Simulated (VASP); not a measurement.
A run of VASP 6.6.1:

File INCAR:

```
  PREC = Accurate
  ENCUT = 750
  EDIFF = 1E-6
  ISMEAR = -1
  SIGMA = 0.05
  LREAL = F
  LASPH = T
  NELM = 120
  ALGO = Normal
  ISIF = 2
  LWAVE = F
  LCHARG = F
  GGA = PE
  IVDW = 13
  NBANDS = 12
  GGA_COMPAT = F
```

KPOINTS

```
regular mesh
0
Gamma
  9 9 9
```

The input POSCAR:

```
LiCl
1.0
    0.0000000000      2.5440301940      2.5440301940
    2.5440301940      0.0000000000      2.5440301940
    2.5440301940      2.5440301940      0.0000000000
Cl Li
1 1
Direct
    0.5000000000      0.5000000000      0.5000000000
    0.0000000000      0.0000000000      0.0000000000
```

Potentials or basis: VASP PAW PBE potentials, release 64 (Cl, Li_sv).

Launch:

```sh
$ cat potpaw_PBE.64/Cl/POTCAR potpaw_PBE.64/Li_sv/POTCAR > POTCAR
$ mpirun -np 1 vasp_std > vasp.out
```

Hardware: 1 thread of Intel(R) Xeon(R) Platinum 8488C (Sapphire Rapids) (shared host).

How long does it take, and how much memory?

Wall time 18 s on 1 thread of Intel(R) Xeon(R) Platinum 8488C (Sapphire Rapids), on a shared host, peak memory 0.18 GiB. Counts: scf iterations 12, k points 35.
